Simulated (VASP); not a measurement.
# N (Fm-3m) in VASP: density of states with PBE

Aim: the density of states of N with PBE.

Everything below comes from runs of VASP 6.6.1. Logs are shortened: lines on timing, memory, paths and dates and some standing lists are left out, and cuts for length are marked.

## Step 1: The cell of the first run

The structure is cubic, space group Fm-3m (No. 225). The conventional cell has a = 3.027 Å, b = 3.027 Å, c = 3.027 Å, α = 90.00°, β = 90.00°, γ = 90.00°. Within 2.8 Å of N (site symmetry m-3m) lie 12 N at 2.14 Å.

## Step 2: Density of states, PBE

The input, POSCAR:

```
N
1.0
    0.0000000000      1.5136490000      1.5136490000
    1.5136490000      0.0000000000      1.5136490000
    1.5136490000      1.5136490000      0.0000000000
N
1
Direct
    0.0000000000      0.0000000000      0.0000000000
```

The input, INCAR.step1:

```
  PREC = Accurate
  ENCUT = 520
  EDIFF = 1E-6
  ISMEAR = -1
  SIGMA = 0.1
  LREAL = False
  LASPH = True
  NELM = 120
  ALGO = Normal
  ISIF = 2
  LWAVE = False
  LCHARG = True
  GGA = PE
  NBANDS = 8
  GGA_COMPAT = False
  NEDOS = 2001
  LORBIT = 11
```

The input, KPOINTS.step1:

```
Automatic mesh
0
Gamma
  19 19 19
```

The input, INCAR.step2:

```
  PREC = Accurate
  ENCUT = 520
  EDIFF = 1E-6
  ISMEAR = -5
  SIGMA = 0.1
  LREAL = False
  LASPH = True
  NELM = 120
  ALGO = Normal
  ISIF = 2
  LWAVE = False
  LCHARG = False
  GGA = PE
  LORBIT = 11
  NBANDS = 8
  NEDOS = 1001
  ICHARG = 11
  GGA_COMPAT = False
```

The input, KPOINTS.step2:

```
Automatic mesh
0
Gamma
  29 29 29
```

Potentials or basis: VASP PAW PBE potentials, release 64 (N).

On the command line:

```sh
$ cat potpaw_PBE.64/N/POTCAR > POTCAR
$ cp INCAR.step1 INCAR
$ cp KPOINTS.step1 KPOINTS
$ mpirun -np 1 vasp_std > vasp.out
$ cp INCAR.step2 INCAR
$ cp KPOINTS.step2 KPOINTS
$ mpirun -np 1 vasp_std > vasp.out
```

OUTCAR:

```text
PREC = Accurate
   ENCUT = 520
   EDIFF = 1E-6
   ISMEAR = -5
   LREAL = False
   LASPH = True
   NELM = 120
   ISIF = 2
   GGA = PE
   LORBIT = 11
   ICHARG = 11

 ion  position               nearest neighbor table
   1  0.000  0.000  0.000-

  LATTYP: Found a face centered cubic cell.
 ALAT       =     3.0272980000

  Lattice vectors:

 A1 = (   0.0000000000,   1.5136490000,   1.5136490000)
 A2 = (   1.5136490000,   0.0000000000,   1.5136490000)
 A3 = (   1.5136490000,   1.5136490000,   0.0000000000)

Analysis of symmetry for initial positions (statically):
=====================================================================
 Subroutine PRICEL returns:
 Original cell was already a primitive cell.

 Routine SETGRP: Setting up the symmetry group for a
 face centered cubic supercell.

 Subroutine GETGRP returns: Found 48 space group operations
 (whereof 48 operations were pure point group operations)
 out of a pool of 48 trial point group operations.

The static configuration has the point symmetry O_h .

Analysis of symmetry for dynamics (positions and initial velocities):
=====================================================================
 Subroutine PRICEL returns:
 Original cell was already a primitive cell.

 Routine SETGRP: Setting up the symmetry group for a
 face centered cubic supercell.

 Subroutine GETGRP returns: Found 48 space group operations
 (whereof 48 operations were pure point group operations)
 out of a pool of 48 trial point group operations.

The dynamic configuration has the point symmetry O_h .

 Subroutine INISYM returns: Found 48 space group operations
 (whereof 48 operations are pure point group operations),
 and found     1 'primitive' translations

----------------------------------------------------------------------------------------

                                     Primitive cell

  volume of cell :       6.9359

  direct lattice vectors                    reciprocal lattice vectors
     0.000000000  1.513649000  1.513649000    -0.330327573  0.330327573  0.330327573
     1.513649000  0.000000000  1.513649000     0.330327573 -0.330327573  0.330327573
     1.513649000  1.513649000  0.000000000     0.330327573  0.330327573 -0.330327573

  length of vectors
     2.140622944  2.140622944  2.140622944     0.572144139  0.572144139  0.572144139

  position of ions in fractional coordinates (direct lattice)
     0.000000000  0.000000000  0.000000000

  ion indices of the primitive-cell ions
[... 76 lines left out ...]
   EDIFF  = 0.1E-05   stopping-criterion for ELM
   LREAL  =      F    real-space projection
   EDIFFG = 0.1E-04   stopping-criterion for IOM
   NSW    =      0    number of steps for IOM
   IBRION =     -1    ionic relax: 0-MD 1-quasi-New 2-CG
   NFREE  =      0    steps in history (QN), initial steepest desc. (CG)
   ISIF   =      2    stress and relaxation
   ISYM   =      2    0-nonsym 1-usesym 2-fastsym
   POTIM  = 0.5000    time-step for ionic-motion
   TEBEG  =    0.0;   TEEND  =   0.0 temperature during run
   PSTRESS=    0.0 pullay stress
   NELECT =       5.0000    total number of electrons
   NUPDOWN=      -1.0000    fix difference up-down
   EMIN   =  10.00;   EMAX   =-10.00  energy-range for DOS
   EFERMI =   0.00;   METHOD = LEGACY
   ISMEAR =    -5;   SIGMA  =   0.10  broadening in eV -4-tet -1-fermi 0-gaus
   EFERMI_NEDOS =   21; number of points for ismear=-14 and -15
   IALGO  =     38    algorithm
   IMIX   =      4    mixing-type and parameters
     AMIX     =   0.40;   BMIX     =  1.00
     AMIX_MAG =   1.60;   BMIX_MAG =  1.00
  volume/ion in A,a.u.               =       6.94        46.81
  Fermi-wavevector in a.u.,A,eV,Ry     =   1.467899  2.773928 29.316867  2.154729
  Thomas-Fermi vector in A             =   2.583462
   LORBIT       =     11    0 simple, 1 ext, 2 COOP (PROOUT), +10 PAW based schemes
   GGA     = PE    functional components
   LHFCALC =     F    Hartree Fock is set to
   AEXX    =    0.0000 exact exchange contribution
   IVDW    =     0    specifies the selected vdW correction
   LEPSILON=     F    determine dielectric tensor
   LRPA    =     F    only Hartree local field effects (RPA)
 non-spin polarized calculation
 Fermi weights with tetrahedron method with Bloechl corrections
  energy-cutoff  :      520.00
  volume of cell :        6.94
 maximum number of plane-waves:       200

 number of electron       5.0000000 magnetization

 Free energy of the ion-electron system (eV)
  ---------------------------------------------------
  ext. energy  EPLUGINS =         0.00000000
  ---------------------------------------------------
  free energy    TOTEN  =        -3.80081159 eV

  energy without entropy =       -3.80081159  energy(sigma->0) =       -3.80081159

 E-fermi :   6.5863     XC(G=0): -13.0731

 val. band max:        6.5963523447   @ k =  -0.1379   0.1724   0.0690
 cond. band min:       6.5271291174   @ k =  -0.4828   0.4138   0.1034
 fundamental gap:     -0.0692232273
 Fermi energy:         6.5862961422

 k-point     1 :       0.0000    0.0000    0.0000
  band No.  band energies     occupation
      1     -14.6145      2.00000
      2      11.0537      0.00000
      3      11.0537      0.00000
      4      11.0537      0.00000
      5      32.1633      0.00000
      6      39.5611      0.00000
      7      39.5611      0.00000
      8      39.5611      0.00000
[... 243 lines left out ...]
 k-point    24 :       0.3103    0.0345    0.0000
  band No.  band energies     occupation
      1     -11.1700      2.00000
      2       3.6489      2.00000
      3       9.9706      0.00000
      4      10.2110      0.00000
      5      31.1671      0.00000
      6      34.2843      0.00000
      7      38.4897      0.00000
      8      39.0650      0.00000

 [... further k-points ...]
[... 5 lines left out ...]
  --------------------------------------------------------------------------------------
  -------------------------------------------------------------------------------------
  Total        0.8407813      0.8407813      0.8407813      0.0000000     -0.0000000      0.0000000
  in kB      194.2173869    194.2173869    194.2173869      0.0000000     -0.0000000      0.0000000
  external PRESSURE =     194.2173869 kB  Pullay stress =       0.0000000 kB

 VOLUME and BASIS-vectors are now :
 -----------------------------------------------------------------------------
  energy-cutoff  :      520.00
  volume of cell :        6.94
      direct lattice vectors                 reciprocal lattice vectors
     0.000000000  1.513649000  1.513649000    -0.330327573  0.330327573  0.330327573
     1.513649000  0.000000000  1.513649000     0.330327573 -0.330327573  0.330327573
     1.513649000  1.513649000  0.000000000     0.330327573  0.330327573 -0.330327573

 POSITION                                       TOTAL-FORCE (eV/Angst)
 -----------------------------------------------------------------------------------
      0.00000      0.00000      0.00000        -0.000000      0.000000      0.000000
 -----------------------------------------------------------------------------------
    total drift:                               -0.000000      0.000000     -0.000000

  FREE ENERGIE OF THE ION-ELECTRON SYSTEM (eV)
  ---------------------------------------------------
  free  energy   TOTEN  =        -3.8008115854 eV

  energy  without entropy=       -3.8008115854  energy(sigma->0) =       -3.80081159

 total charge

# of ion       s       p       d       tot
------------------------------------------
    1        1.446   1.869   0.000   3.314
```

OSZICAR.step1:

```text
N       E                     dE             d eps       ncg     rms          rms(c)
DAV:   1     0.164601689488E+00    0.16460E+00   -0.26478E+03  3960   0.546E+02
DAV:   2    -0.379208885144E+01   -0.39567E+01   -0.37156E+01  4544   0.675E+01
DAV:   3    -0.380964994670E+01   -0.17561E-01   -0.17499E-01  3944   0.378E+00
DAV:   4    -0.380965374864E+01   -0.38019E-05   -0.38009E-05  4920   0.545E-02
DAV:   5    -0.380965374865E+01   -0.14552E-10   -0.57030E-09  3992   0.447E-04    0.103E+00
DAV:   6    -0.381019108115E+01   -0.53733E-03   -0.12254E-03  3816   0.262E-01    0.602E-01
DAV:   7    -0.381088680044E+01   -0.69572E-03   -0.12536E-03  3688   0.261E-01    0.739E-02
DAV:   8    -0.381091940902E+01   -0.32609E-04   -0.72121E-05  3792   0.745E-02    0.748E-03
DAV:   9    -0.381091991393E+01   -0.50491E-06   -0.59848E-07  4024   0.762E-03
   1 F= -.38109199E+01 E0= -.38002400E+01  d E =-.213599E-01
```

It took 57 s on 1 thread of AMD EPYC 7R13, shared host; peak memory 0.11 GiB.

What came out:

```
Valence electrons inside the program's atomic spheres : N 3.31
```

Caveat: tetrahedron occupations give inexact forces and stress in metals.
